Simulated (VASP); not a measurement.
Input of a VASP 6.6.1 run:

File INCAR:

```
SYSTEM = Al2Cu
PREC = Accurate ; ENCUT = 520
EDIFF = 1E-6 ; ISMEAR = -1
SIGMA = 0.05 ; LREAL = .FALSE.
LASPH = .TRUE. ; NELM = 80
ALGO = Normal ; ISIF = 2
LWAVE = .FALSE. ; LCHARG = .FALSE.
GGA = PE ; NBANDS = 26
```

File KPOINTS:

```
Automatic mesh
0
G
  12 12 12
  0 0 0
```

Contents of POSCAR:

```
Al2Cu
1.0
   -3.0734190515      3.0734190515      2.4705892062
    3.0734190515     -3.0734190515      2.4705892062
    3.0734190515      3.0734190515     -2.4705892062
Al Cu
4 2
Direct
    0.6581000000      0.1581000000      0.8162000000
    0.1581000000      0.3419000000      0.5000000000
    0.3419000000      0.8419000000      0.1838000000
    0.8419000000      0.6581000000      0.5000000000
    0.2500000000      0.2500000000      0.0000000000
    0.7500000000      0.7500000000      0.0000000000
```

Potentials or basis: VASP PAW PBE potentials, release 64 (Al, Cu).

The run is started by

```sh
$ cat potpaw_PBE.64/Al/POTCAR potpaw_PBE.64/Cu/POTCAR > POTCAR
$ mpirun -np 1 vasp_std > vasp.out
```

Task: Predict the pressure.

Result: -3.7 GPa.

Task: Estimate the band gap on the k mesh.

Result: Zero (bands 17 and 18 overlap by 4.23 eV).

Task: Predict the largest force.

Result: 0.024 eV/Å.

Stress tensor (GPa, compression positive):
```
-3.74  0.00  0.00
 0.00 -3.74  0.00
 0.00  0.00 -3.56
```

Caveat: the cell stands under tension.
